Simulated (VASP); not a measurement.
# BaTiO3 (P4mm) in VASP: notebook

The runs below take BaTiO3 through single point, with PBE.

Program: VASP 6.6.1. These are calculated values, not measurements. Logs are shortened: lines on timing, memory, paths and dates and some standing lists are left out, and cuts for length are marked.

## 1. The cell of the first run

The structure is tetragonal, space group P4mm (No. 99). The conventional cell has a = 3.985 Å, b = 3.985 Å, c = 4.326 Å, α = 90.00°, β = 90.00°, γ = 90.00°. Within 3.7 Å of Ba (site symmetry 4mm) lie 12 O at 2.81 to 3.08 Å and 8 Ti at 3.52 to 3.59 Å. Within 2.4 Å of Ti (site symmetry 4mm) lie 5 O at 1.80 to 2.01 Å. Within 2.9 Å of O (site symmetry 2mm) lie 2 Ti at 2.01 Å and 2 Ba at 2.81 Å and 6 O at 2.82 to 2.86 Å. Within 2.4 Å of O (site symmetry 4mm) lie 1 Ti at 1.80 Å.

## 2. Single point, PBE (strain along c alone, the other axes held: +3.0 %, then relaxed in part)

Input file INCAR:

```
PREC = Accurate
ENCUT = 1340
EDIFF = 1E-6
ISMEAR = 0
SIGMA = 0.02
LREAL = False
LASPH = True
NELM = 120
ALGO = Normal
ISIF = 2
LWAVE = False
LCHARG = False
GGA = PE
NBANDS = 28
GGA_COMPAT = False
```

Input file KPOINTS:

```
regular mesh
0
Gamma
  8 8 6
```

Input file POSCAR:

```
BaTiO3
1.0
    3.9854497974      0.0000000000      0.0000000000
    0.0000000000      3.9854497974      0.0000000000
    0.0000000000      0.0000000000      4.3264971240
Ba Ti O
1 1 3
Direct
    0.5000000000      0.5000000000      0.6006785108
    0.0000000000      0.0000000000      0.1147671007
    0.0000000000      0.5000000000      0.0573251531
    0.5000000000      0.0000000000      0.0573251531
    0.0000000000      0.0000000000      0.5299010722
```

Potentials or basis: VASP PAW PBE potentials, release 64 (Ba_sv, Ti_sv, O_h).

Started as:

```console
$ cat potpaw_PBE.64/Ba_sv/POTCAR potpaw_PBE.64/Ti_sv/POTCAR potpaw_PBE.64/O_h/POTCAR > POTCAR
$ mpirun -np 1 vasp_std > vasp.out
```

OUTCAR:

```text
PREC = Accurate
   ENCUT = 1340
   EDIFF = 1E-6
   ISMEAR = 0
   LREAL = False
   LASPH = True
   NELM = 120
   ISIF = 2
   GGA = PE

 ion  position               nearest neighbor table
   1  0.500  0.500  0.601-   3 2.81   4 2.81   4 2.81   3 2.81   5 2.83   5 2.83   5 2.83   5 2.83
                             3 3.08   4 3.08   3 3.08   4 3.08   2 3.52   2 3.52   2 3.52   2 3.52
   2  0.000  0.000  0.115-   5 1.80   4 2.01   3 2.01   3 2.01   4 2.01   1 3.52   1 3.52   1 3.52
                             1 3.52   1 3.59   1 3.59   1 3.59   1 3.59
   3  0.000  0.500  0.057-   2 2.01   2 2.01   1 2.81   1 2.81   1 3.08   1 3.08
   4  0.500  0.000  0.057-   2 2.01   2 2.01   1 2.81   1 2.81   1 3.08   1 3.08
   5  0.000  0.000  0.530-   2 1.80   1 2.83   1 2.83   1 2.83   1 2.83

  LATTYP: Found a simple tetragonal cell.
 ALAT       =     3.9854497974
 C/A-ratio  =     1.0855731082

  Lattice vectors:

 A1 = (   3.9854497974,   0.0000000000,   0.0000000000)
 A2 = (   0.0000000000,   3.9854497974,   0.0000000000)
 A3 = (   0.0000000000,   0.0000000000,   4.3264971240)

Analysis of symmetry for initial positions (statically):
=====================================================================
 Subroutine PRICEL returns:
 Original cell was already a primitive cell.

 Routine SETGRP: Setting up the symmetry group for a
 simple tetragonal supercell.

 Subroutine GETGRP returns: Found  8 space group operations
 (whereof  8 operations were pure point group operations)
 out of a pool of 16 trial point group operations.

The static configuration has the point symmetry C_4v.

Analysis of symmetry for dynamics (positions and initial velocities):
=====================================================================
 Subroutine PRICEL returns:
 Original cell was already a primitive cell.

 Routine SETGRP: Setting up the symmetry group for a
 simple tetragonal supercell.

 Subroutine GETGRP returns: Found  8 space group operations
 (whereof  8 operations were pure point group operations)
 out of a pool of 16 trial point group operations.

The dynamic configuration has the point symmetry C_4v.

 Subroutine INISYM returns: Found  8 space group operations
 (whereof  8 operations are pure point group operations),
 and found     1 'primitive' translations

----------------------------------------------------------------------------------------

                                     Primitive cell

  volume of cell :      68.7213

  direct lattice vectors                    reciprocal lattice vectors
[... 98 lines left out ...]
   NFREE  =      0    steps in history (QN), initial steepest desc. (CG)
   ISIF   =      2    stress and relaxation
   ISYM   =      2    0-nonsym 1-usesym 2-fastsym
   POTIM  = 0.5000    time-step for ionic-motion
   TEBEG  =    0.0;   TEEND  =   0.0 temperature during run
   PSTRESS=    0.0 pullay stress
   NELECT =      40.0000    total number of electrons
   NUPDOWN=      -1.0000    fix difference up-down
   EMIN   =  10.00;   EMAX   =-10.00  energy-range for DOS
   EFERMI =   0.00;   METHOD = LEGACY
   ISMEAR =     0;   SIGMA  =   0.02  broadening in eV -4-tet -1-fermi 0-gaus
   EFERMI_NEDOS =   21; number of points for ismear=-14 and -15
   IALGO  =     38    algorithm
   IMIX   =      4    mixing-type and parameters
     AMIX     =   0.40;   BMIX     =  1.00
     AMIX_MAG =   1.60;   BMIX_MAG =  1.00
  volume/ion in A,a.u.               =      13.74        92.75
  Fermi-wavevector in a.u.,A,eV,Ry     =   1.366882  2.583033 25.420680  1.868367
  Thomas-Fermi vector in A             =   2.492984
   LORBIT       =      0    0 simple, 1 ext, 2 COOP (PROOUT), +10 PAW based schemes
   GGA     = PE    functional components
   LHFCALC =     F    Hartree Fock is set to
   AEXX    =    0.0000 exact exchange contribution
   IVDW    =     0    specifies the selected vdW correction
   LEPSILON=     F    determine dielectric tensor
   LRPA    =     F    only Hartree local field effects (RPA)
 non-spin polarized calculation
 Gauss-broadening in eV      SIGMA  =   0.02
  energy-cutoff  :     1340.00
  volume of cell :       68.72
 maximum number of plane-waves:      7704
 NGX is ok and might be reduce to    48
   NGX = 23   NGY = 23   NGZ = 25

 number of electron      40.0000002 magnetization

 Free energy of the ion-electron system (eV)
  ---------------------------------------------------
  ext. energy  EPLUGINS =         0.00000000
  ---------------------------------------------------
  free energy    TOTEN  =       -40.07002477 eV

  energy without entropy =      -40.07002477  energy(sigma->0) =      -40.07002477

 E-fermi :   4.0440     XC(G=0): -10.8589

 val. band max:        3.9498248193   @ k =   0.5000   0.5000   0.5000
 cond. band min:       5.7421921952   @ k =   0.0000   0.0000   0.0000
 fundamental gap:      1.7923673759
 Fermi energy:         4.0440272754

 k-point     1 :       0.0000    0.0000    0.0000
  band No.  band energies     occupation
      1     -52.7564      2.00000
      2     -29.1264      2.00000
      3     -28.9429      2.00000
      4     -28.9429      2.00000
      5     -21.4297      2.00000
      6     -13.0861      2.00000
[... 733 lines left out ...]
     27      11.4083      0.00000
     28      11.8085      0.00000

 [... further k-points ...]

------------------------ aborting loop because EDIFF is reached ----------------------------------------

  FORCE on cell =-STRESS in cart. coord.  units (eV):
  Direction    XX          YY          ZZ          XY          YZ          ZX
  --------------------------------------------------------------------------------------
  -------------------------------------------------------------------------------------
  Total       -0.3746338     -0.3746338     -0.3503374      0.0000000      0.0000000      0.0000000
  in kB       -8.7342669     -8.7342669     -8.1678169      0.0000000      0.0000000      0.0000000
  external PRESSURE =      -8.5454502 kB  Pullay stress =       0.0000000 kB

 VOLUME and BASIS-vectors are now :
 -----------------------------------------------------------------------------
  energy-cutoff  :     1340.00
  volume of cell :       68.72
      direct lattice vectors                 reciprocal lattice vectors
     3.985449797  0.000000000  0.000000000     0.250912708  0.000000000  0.000000000
     0.000000000  3.985449797  0.000000000     0.000000000  0.250912708  0.000000000
     0.000000000  0.000000000  4.326497124     0.000000000  0.000000000  0.231133864

 POSITION                                       TOTAL-FORCE (eV/Angst)
 -----------------------------------------------------------------------------------
      1.99272      1.99272      2.59883        -0.000000      0.000000     -0.064441
      0.00000      0.00000      0.49654        -0.000000      0.000000     -0.043062
      0.00000      1.99272      0.24802        -0.000000     -0.000000      0.030670
      1.99272      0.00000      0.24802        -0.000000     -0.000000      0.030670
      0.00000      0.00000      2.29262         0.000000     -0.000000      0.046162
 -----------------------------------------------------------------------------------
    total drift:                                0.000000      0.000000     -0.000016

  FREE ENERGIE OF THE ION-ELECTRON SYSTEM (eV)
  ---------------------------------------------------
  free  energy   TOTEN  =       -40.0700247669 eV

  energy  without entropy=      -40.0700247669  energy(sigma->0) =      -40.07002477
```

OSZICAR:

```text
N       E                     dE             d eps       ncg     rms          rms(c)
DAV:   1     0.661732517902E+03    0.66173E+03   -0.33001E+04  3360   0.301E+03
DAV:   2     0.776335829779E+02   -0.58410E+03   -0.55726E+03  3504   0.627E+02
DAV:   3    -0.423231195227E+02   -0.11996E+03   -0.11434E+03  5244   0.215E+02
DAV:   4    -0.503356019535E+02   -0.80125E+01   -0.79751E+01  4220   0.529E+01
DAV:   5    -0.506601636637E+02   -0.32456E+00   -0.32428E+00  5476   0.104E+01    0.236E+01
DAV:   6    -0.402925262861E+02    0.10368E+02   -0.56531E+01  5160   0.670E+01    0.105E+01
DAV:   7    -0.402833942725E+02    0.91320E-02   -0.13304E+01  4792   0.264E+01    0.725E+00
DAV:   8    -0.400925441363E+02    0.19085E+00   -0.73128E-01  4076   0.728E+00    0.417E+00
DAV:   9    -0.401023778015E+02   -0.98337E-02   -0.53167E-01  5120   0.704E+00    0.185E+00
DAV:  10    -0.400769672219E+02    0.25411E-01   -0.15758E-01  4572   0.369E+00    0.720E-01
DAV:  11    -0.400722883082E+02    0.46789E-02   -0.20005E-02  4616   0.146E+00    0.488E-01
DAV:  12    -0.400699981065E+02    0.22902E-02   -0.96986E-03  4240   0.615E-01    0.747E-02
DAV:  13    -0.400700207296E+02   -0.22623E-04   -0.53579E-04  4036   0.182E-01    0.308E-02
DAV:  14    -0.400700233176E+02   -0.25881E-05   -0.64945E-05  4436   0.714E-02    0.204E-02
DAV:  15    -0.400700246734E+02   -0.13557E-05   -0.44736E-05  4788   0.699E-02    0.854E-03
DAV:  16    -0.400700247669E+02   -0.93536E-07   -0.72642E-06  3984   0.249E-02
   1 F= -.40070025E+02 E0= -.40070025E+02  d E =-.684288E-14
```

stdout:

```text
POSCAR found type information on POSCAR BaTiO
 POSCAR found :  3 types and       5 ions
 scaLAPACK will be used
 LDA part: xc-table for (Slater+PW92), standard interpolation
 POSCAR, INCAR and KPOINTS ok, starting setup
 FFT: planning ... GRIDC
 FFT: planning ... GRID_SOFT
 FFT: planning ... GRID
 WAVECAR not read
 entering main loop
```

It took 5.2 min on 1 thread of Intel Xeon Platinum 8488C (Sapphire Rapids), shared host; peak memory 0.67 GiB.

Results:

```
Free energy            : -40.0700 eV
Pressure               : -0.9 GPa
Largest force          : 0.064 eV/Å
Band gap on the k mesh : 1.79 eV (least direct gap 2.43 eV)
```

Forces in eV/Å, atoms in the order of the input:
```
Ba   0.000  0.000 -0.064
Ti   0.000  0.000 -0.043
O    0.000  0.000  0.031
O    0.000  0.000  0.031
O    0.000  0.000  0.046
```

Caveat: the cell differs from its parent crystal (strain along c alone, the other axes held: +3.0 %, then relaxed in part); spin-orbit coupling is left out, which moves the levels of the heavy elements. A k mesh can miss the band edges.

## 3. Single point, PBE (strain along c alone, the other axes held: +1.5 %, then relaxed in part)

Input file INCAR:

```
SYSTEM = BaTiO3
PREC = Accurate
ENCUT = 1340
EDIFF = 1E-6
ISMEAR = 0
SIGMA = 0.02
LREAL = .FALSE.
LASPH = .TRUE.
NELM = 120
ALGO = Normal
ISIF = 2
LWAVE = .FALSE.
LCHARG = .FALSE.
GGA = PE
NBANDS = 28
GGA_COMPAT = .FALSE.
```

Input file KPOINTS:

```
Automatic mesh
0
G
  8 8 6
  0 0 0
```

Input file POSCAR:

```
BaTiO3
1.0
    3.9854497974      0.0000000000      0.0000000000
    0.0000000000      3.9854497974      0.0000000000
    0.0000000000      0.0000000000      4.2634898843
Ba Ti O
1 1 3
Direct
    0.5000000000      0.5000000000      0.5957054886
    0.0000000000      0.0000000000      0.1118345512
    0.0000000000      0.5000000000      0.0588265530
    0.5000000000      0.0000000000      0.0588265530
    0.0000000000      0.0000000000      0.5348038440
```

Potentials or basis: VASP PAW PBE potentials, release 64 (Ba_sv, Ti_sv, O_h).

Started as:

```console
$ cat potpaw_PBE.64/Ba_sv/POTCAR potpaw_PBE.64/Ti_sv/POTCAR potpaw_PBE.64/O_h/POTCAR > POTCAR
$ mpirun -np 1 vasp_std > vasp.out
```

Wall time 9.4 min (1 thread of Intel Xeon Platinum 8559C (Emerald Rapids), shared host); peak memory 0.67 GiB.

It converged, with:

```yaml
Free_energy: -40.0737 eV
Pressure: 0.3 GPa
Largest_force: 0.057 eV/Å
Band_gap_on_the_k_mesh: 1.79 eV (least direct gap 2.40 eV)
```

Forces in eV/Å, atoms in the order of the input:
```
Ba   0.000  0.000 -0.057
Ti   0.000  0.000 -0.042
O    0.000  0.000  0.027
O    0.000  0.000  0.027
O    0.000  0.000  0.044
```

Stress tensor (GPa, compression positive):
```
0.29 0.00 0.00
0.00 0.29 0.00
0.00 0.00 0.18
```

Levels at points of the mesh, in eV from the valence-band top:
| k point | band 17 | band 18 | band 19 | band 20 | band 21 | band 22 | band 23 | band 24 |
| --- | --- | --- | --- | --- | --- | --- | --- | --- |
| (0.00, 0.00, 0.00) | -1.38 | -1.10 | -0.61 | -0.61 | 1.79 | 2.53 | 2.53 | 3.98 |
| (0.50, 0.00, 0.00) | -1.99 | -1.73 | -1.72 | -1.48 | 2.59 | 3.38 | 3.50 | 4.06 |
| (0.50, 0.50, 0.00) | -2.12 | -1.19 | -1.19 | -0.05 | 3.54 | 3.54 | 3.88 | 3.91 |
| (0.00, 0.00, 0.50) | -2.10 | -2.00 | -0.74 | -0.74 | 1.90 | 3.40 | 3.40 | 4.00 |
| (0.50, 0.00, 0.50) | -1.89 | -1.26 | -1.15 | -0.61 | 3.41 | 3.44 | 3.63 | 4.74 |
| (0.50, 0.50, 0.50) | -2.68 | -0.56 | -0.56 | 0.00 | 3.87 | 3.87 | 4.01 | 5.75 |

Caveat: the cell differs from its parent crystal (strain along c alone, the other axes held: +1.5 %, then relaxed in part); spin-orbit coupling is left out, which moves the levels of the heavy elements.

(Continued in part 2 of 2.)
